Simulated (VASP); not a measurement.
Input of a VASP 6.6.1 run:

File INCAR:

```
SYSTEM = Na
PREC = Accurate ; ENCUT = 500
EDIFF = 1E-6 ; ISMEAR = 1
SIGMA = 0.05 ; LREAL = .FALSE.
LASPH = .TRUE. ; NELM = 120
ALGO = Normal ; ISIF = 2
LWAVE = .FALSE. ; LCHARG = .FALSE.
GGA = PE ; NBANDS = 10
GGA_COMPAT = .FALSE.
```

Contents of KPOINTS:

```
regular mesh
0
G
  8 8 8
  0 0 0
```

POSCAR

```
Na
1.0
   -2.1266304395      2.1266304395      2.1266304395
    2.1266304395     -2.1266304395      2.1266304395
    2.1266304395      2.1266304395     -2.1266304395
Na
1
Direct
    0.0000000000      0.0000000000      0.0000000000
```

Potentials or basis: VASP PAW PBE potentials, release 64 (Na_pv).

The run is started by

```bash
$ cat potpaw_PBE.64/Na_pv/POTCAR > POTCAR
$ mpirun -np 1 vasp_std > vasp.out
```

Problem. What does it give for the pressure?

Solution. -0.3 GPa.
